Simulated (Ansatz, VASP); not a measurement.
SiAs4: VASP beside Ansatz

The input INCAR:

```
ALGO     = Normal         # electronic algorithm
EDIFF    = 1E-7           # SCF threshold, eV
ENCUT    = 520            # plane-wave cutoff, eV
GGA      = PE             # functional
ISIF     = 2              # what is computed and relaxed
ISMEAR   = 0              # smearing method
LASPH    = T              # aspherical terms in the spheres
LCHARG   = F              # write CHGCAR
LREAL    = F              # projectors in reciprocal space
LWAVE    = F              # write WAVECAR
NBANDS   = 20             # bands
NELM     = 80             # most SCF steps
PREC     = Accurate       # precision mode
SIGMA    = 0.1            # smearing width, eV
```

File KPOINTS:

```
k-points
0
Gamma
  6 6 2
```

Contents of POSCAR:

```
SiAs4
1.0
    3.2892539600      0.0000000000      0.0000000000
   -1.6446269800      2.8485774900      0.0000000000
    0.0000000000      0.0000000000     10.5765348800
Si As
1 4
Direct
    0.0000000000      0.0000000000      0.0000000000
    0.3333333300      0.6666666700      0.8658552800
    0.3333333300      0.6666666700      0.3767953500
    0.6666666700      0.3333333300      0.1341447200
    0.6666666700      0.3333333300      0.6232046500
```

Input for Ansatz:

```yaml
crystal:
  lattice:
    - [3.28925396, 0.0, 0.0]
    - [-1.64462698, 2.84857749, 0.0]
    - [0.0, 0.0, 10.57653488]
  atoms:
    - { symbol: Si, position: [0.0, 0.0, 0.0] }
    - { symbol: As, position: [0.33333333, 0.66666667, 0.86585528] }
    - { symbol: As, position: [0.33333333, 0.66666667, 0.37679535] }
    - { symbol: As, position: [0.66666667, 0.33333333, 0.13414472] }
    - { symbol: As, position: [0.66666667, 0.33333333, 0.62320465] }
basis:
  ecutwfc: 420
kpoints:
  mp_grid: { grid: [6, 6, 2] }
hamiltonian:
  xc: pbe
scf:
  occupations: { method: gaussian, width: 0.1 }
  lower_state_search: "off"
output:
  forces: true
  stress: true
  eigenvalues: true
```

Change from the starting cell: species swapped into the Co4H type (P-3m1, No. 164).

Alike in both runs: task single point; functional PBE; k mesh 6 × 6 × 2; occupations gaussian, width 0.1 eV; no spin polarisation.

|  | VASP | Ansatz |
| --- | --- | --- |
| version | VASP 6.6.1 | Ansatz 0.2.0 |
| potentials or method | VASP PAW PBE potentials, release 64 (Si, As), cutoff 520 eV | scalar-relativistic, plane waves, PAW |
| valence electrons in the cell | 24 | 64 |

VASP gave:

| Quantity | Value |
| --- | --- |
| gap on the k mesh at the Fermi level (eV) | none |
| pressure (GPa) | 4.5 |
| traceless stress, the component that is largest in VASP (GPa) | -1.22 |
| rms of the force components (eV/Å) | 0.791 |

Q: Which values does Ansatz return?

A: gap on the k mesh at the Fermi level (eV): none; pressure (GPa): 4.3; traceless stress, the component that is largest in VASP (GPa): -1.22; rms of the force components (eV/Å): 0.771.

Atom by atom the forces differ by 0.021 eV/Å (rms over components). A gap of «none» marks a metal or a gap that the smearing closes. VASP's potentials hold 24 valence electrons a cell and Ansatz's 64, so a difference there can come from the potentials and not from the codes.

The k mesh is coarse, so the values compare programs but aren't converged.
